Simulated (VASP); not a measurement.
Set up this calculation in VASP 6.6.1, as the native input.

| Item | Value |
| --- | --- |
| Task | single point |
| Functional | r2SCAN |
| Potentials or basis | VASP PAW PBE potentials, release 64 (Sn_d, O) |
| Cutoff | 520 eV |
| k mesh | 8 × 8 × 8 |
| Occupations | fermi-dirac, width 0.02 eV |
| Spin | no spin polarisation |
| Dipole correction | no |
| Further INCAR settings | ALGO = Normal; EDIFF = 1e-06; NBANDS = 17 |

SnO:

```xyz
2
Lattice="0.0000 2.5728 2.5728 2.5728 0.0000 2.5728 2.5728 2.5728 0.0000" Properties=species:S:1:pos:R:3 pbc="T T T"
Sn    0.0000    0.0000    0.0000
O     1.2864    1.2864    1.2864
```

This cell differs from its parent crystal: strain -5.0%.

The input as run:

POSCAR

```
SnO
1.0
    0.0000000000      2.5728039943      2.5728039943
    2.5728039943      0.0000000000      2.5728039943
    2.5728039943      2.5728039943      0.0000000000
Sn O
1 1
Direct
    0.0000000000      0.0000000000      0.0000000000
    0.2500000000      0.2500000000      0.2500000000
```

INCAR.step1

```
PREC     = Accurate       # precision mode
ENCUT    = 520            # plane-wave cutoff, eV
ISMEAR   = -1             # smearing method
SIGMA    = 0.02           # smearing width, eV
LREAL    = F              # projectors in reciprocal space
LASPH    = T              # aspherical terms in the spheres
NELM     = 80             # most SCF steps
NBANDS   = 17             # bands
GGA      = PE             # functional
ALGO     = Normal         # electronic algorithm
EDIFF    = 1E-4           # SCF threshold, eV
LWAVE    = T              # write WAVECAR
LCHARG   = F              # write CHGCAR
```

INCAR.step2

```
PREC     = Accurate       # precision mode
ENCUT    = 520            # plane-wave cutoff, eV
EDIFF    = 1E-6           # SCF threshold, eV
ISMEAR   = -1             # smearing method
SIGMA    = 0.02           # smearing width, eV
LREAL    = F              # projectors in reciprocal space
LASPH    = T              # aspherical terms in the spheres
NELM     = 80             # most SCF steps
ALGO     = Normal         # electronic algorithm
ISIF     = 2              # what is computed and relaxed
LWAVE    = F              # write WAVECAR
LCHARG   = F              # write CHGCAR
METAGGA  = R2SCAN         # meta-GGA
LMIXTAU  = T            
NBANDS   = 17             # bands
ISTART   = 1
```

KPOINTS

```
Automatic mesh
0
Gamma
  8 8 8
```

Potentials or basis: VASP PAW PBE potentials, release 64 (Sn_d, O).

Command:

```bash
$ cat potpaw_PBE.64/Sn_d/POTCAR potpaw_PBE.64/O/POTCAR > POTCAR
$ cp INCAR.step1 INCAR
$ mpirun -np 1 vasp_std > vasp.out
$ cp INCAR.step2 INCAR
$ mpirun -np 1 vasp_std > vasp.out
```

It gave:

```yaml
Pressure: 13.4 GPa
Band_gap_on_the_k_mesh: zero (bands 10 and 11 overlap by 0.18 eV)
```

Caveat: the cell differs from its parent crystal (strain -5.0%); the cell stands under pressure; the structure was generated, so it needn't be the stable form of SnO; semilocal functionals underestimate gaps, and a narrow one can read as zero; the PAW data sets were made with another functional, which shifts forces and pressure a little; spin-orbit coupling is left out, which moves the levels of the heavy elements.

Wall time 62 s on 1 thread of AMD EPYC 7R13 Processor (Zen 3) (shared host), peak memory 0.14 GiB.
